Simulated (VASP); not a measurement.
Mg:

```
Mg
1.0
     3.20930    0.00000    0.00000
    -1.60465    2.77934    0.00000
     0.00000    0.00000    5.21030
Mg
2
Direct
  0.66667 0.33333 0.75000
  0.33333 0.66667 0.25000
```

```yaml
Program: VASP 6.6.1
Task: relaxation of cell and atoms
Functional: RPBE
Dispersion: D3(BJ)
Potentials_or_basis: VASP PAW PBE potentials, release 64 (Mg)
Cutoff: 600 eV
k_mesh: 10 × 10 × 5
Occupations: fermi-dirac, width 0.05 eV
Spin: no spin polarisation
```

At the start: pressure -13.1 GPa; volume 23.24 Å³/atom.

Task: Where does the relaxation end?

Result: Over 7 steps the energy falls by 352.8 meV/atom and the volume is 16.78 Å³/atom (-27.8 %); space group P6_3/mmc (No. 194, to 0.05 Å).

Step by step:
```tsv
step	energy change (eV)	largest force (eV/Å)	pressure (GPa)	volume (Å³)
1	0.0000	0.0000	-13.11	46.47
2	-0.6944	0.0000	-2.73	34.83
3	-0.7053	0.0000	-0.27	33.68
4	-0.7053	0.0000	0.27	33.45
5	-0.7056	0.0000	-0.08	33.59
6	-0.7056	0.0000	-0.06	33.59
7	-0.7056	0.0000	0.00	33.56
```

Final structure:
```cif
data_structure
_symmetry_space_group_name_H-M 'P 1'
_symmetry_Int_Tables_number 1
_cell_length_a 2.8745
_cell_length_b 2.8745
_cell_length_c 4.6896
_cell_angle_alpha 90.000
_cell_angle_beta 90.000
_cell_angle_gamma 120.000
_cell_volume 33.56
loop_
_atom_site_label
_atom_site_type_symbol
_atom_site_fract_x
_atom_site_fract_y
_atom_site_fract_z
_atom_site_occupancy
Mg1 Mg 0.66667 0.33333 0.75000 1
Mg2 Mg 0.33333 0.66667 0.25000 1
```

Caveat: the volume moved by over 15 % at a fixed basis, so the end points are rough; the PAW data sets were made with another functional, which shifts forces and pressure a little; the volume moved by -28 % from the deposited cell, more than functionals usually miss; pairwise dispersion overbinds metals, which lowers pressure and volume.
